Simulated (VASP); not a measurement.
## RbCl: relaxation of the atoms with LDA

RbCl:

```
Rb Cl
1.0
     0.01594    3.19651    3.19651
     3.19651    0.01594    3.19651
     3.19651    3.19651    0.01594
Rb Cl
1 1
Direct
  0.00000 0.00000 0.00000
  0.50000 0.50000 0.50000
```

This cell differs from its parent crystal: equal xy, yz and zx engineering shears of +0.5 %.

```json
{"Program": "VASP 6.6.1", "Task": "relaxation of the atoms", "Functional": "LDA", "Potentials or basis": "VASP PAW LDA potentials, release 64 (Rb_sv, Cl)", "Cutoff": "450 eV", "k mesh": "6 × 6 × 6", "Occupations": "gaussian, width 0.01 eV", "Spin": "no spin polarisation", "Dipole correction": "no", "Further INCAR settings": "ALGO = Normal; EDIFF = 1e-07; IBRION = 2; EDIFFG = -0.002; NSW = 50"}
```

* Pressure after relaxing: 0.0 GPa
* Band gap on the k mesh: 4.85 eV, direct

Final structure:
```yaml
crystal:
  lattice:
    - [0.01594, 3.19651, 3.19651]
    - [3.19651, 0.01594, 3.19651]
    - [3.19651, 3.19651, 0.01594]
  atoms:
    - { symbol: Rb, position: [0.00000, 0.00000, 0.00000] }
    - { symbol: Cl, position: [0.50000, 0.50000, 0.50000] }
```

Levels at points of the mesh, in eV from the valence-band top:
| k point | band 6 | band 7 | band 8 | band 9 | band 10 | band 11 |
| --- | --- | --- | --- | --- | --- | --- |
| (0.00, 0.00, 0.00) | -0.01 | 0.00 | 0.00 | 4.85 | 7.70 | 7.77 |
| (0.50, 0.00, 0.00) | -1.10 | -0.47 | -0.46 | 7.65 | 7.97 | 10.22 |
| (0.50, 0.50, 0.00) | -0.32 | -0.10 | -0.09 | 5.74 | 8.14 | 9.80 |
| (0.50, 0.50, 0.50) | -1.10 | -0.45 | -0.45 | 7.64 | 7.94 | 10.22 |

It took 21 s on 1 thread of Intel(R) Xeon(R) Platinum 8375C CPU @ 2.90GHz (Ice Lake) (shared host), peak memory 0.16 GiB.

Caveat: the cell differs from its parent crystal (equal xy, yz and zx engineering shears of +0.5 %); the relaxation stopped at its first step, so nothing moved.
